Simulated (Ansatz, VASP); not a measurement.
**One calculation of W, two programs**

```xyz
1
Lattice="-1.6046 1.5681 1.5681 1.5681 -1.6046 1.5681 1.5681 1.5681 -1.6046" Properties=species:S:1:pos:R:3 pbc="T T T"
W     0.0000    0.0000    0.0000
```

Change from the starting cell: equal engineering shear yz, xz and xy -0.0233, equal normal strain along x, y and z +0.0000.

Alike in both runs: task single point; functional LDA; k mesh 20 × 20 × 20; occupations gaussian, width 0.15 eV; no spin polarisation.

|  | VASP | Ansatz |
| --- | --- | --- |
| version | VASP 6.6.1 | Ansatz 0.2.0 |
| potentials or method | VASP PAW LDA potentials, release 64 (W_sv), cutoff 520 eV | scalar-relativistic, plane waves, PAW |
| valence electrons in the cell | 14 | 14 |

|  | VASP | Ansatz | Ansatz less VASP |
| --- | --- | --- | --- |
| gap on the k mesh at the Fermi level (eV) | none | none | - |
| pressure (GPa) | 2.2 | 0.3 | -1.91 |
| traceless stress, the component that is largest in VASP (GPa) | 3.89 | 3.81 | -0.073 |

Ansatz warns that its potentials were made for another functional, while VASP's fit it. LDA's correlation is that of Perdew and Zunger in VASP and of Perdew and Wang (1992) in Ansatz. A gap of «none» marks a metal or a gap that the smearing closes.

Neither program's run includes spin-orbit coupling.
